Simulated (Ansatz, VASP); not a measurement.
# MgSiN in VASP and in Ansatz

```
Mg Si N
1.0
     3.48608    0.00000    0.00000
     0.00000    3.48608    0.00000
     0.00000    0.00000    5.84664
Mg Si N
2 2 2
Direct
  0.50000 0.00000 0.17482
  0.00000 0.50000 0.82518
  0.50000 0.00000 0.62990
  0.00000 0.50000 0.37010
  0.50000 0.50000 0.00000
  0.00000 0.00000 0.00000
```

Change from the starting cell: species swapped into the CeClO type (P4/nmm, No. 129).

Alike in both runs: task relaxation of cell and atoms; functional PBE; k mesh 6 × 6 × 4; occupations gaussian, width 0.1 eV; no spin polarisation.

|  | VASP | Ansatz |
| --- | --- | --- |
| version | VASP 6.6.1 | Ansatz 0.2.0 |
| potentials or method | VASP PAW PBE potentials, release 64 (Mg_sv, Si, N), cutoff 750 eV | scalar-relativistic, plane waves, PAW |
| valence electrons in the cell | 38 | 38 |

Ansatz gave:

- gap on the k mesh at the Fermi level, each at its own relaxed structure (eV): none
- relaxed volume (Å³/atom): 15.06
- relaxed length of the cell vector where the two differ most in proportion (Å): 7.657

Q: Estimate VASP's values.

A: gap on the k mesh at the Fermi level, each at its own relaxed structure (eV): none; relaxed volume (Å³/atom): 14.75; relaxed length of the cell vector where the two differ most in proportion (Å): 7.525.

A gap of «none» marks a metal or a gap that the smearing closes.

Noted on VASP's run: the volume moved by over 15 % at a fixed basis, so the end points are rough.
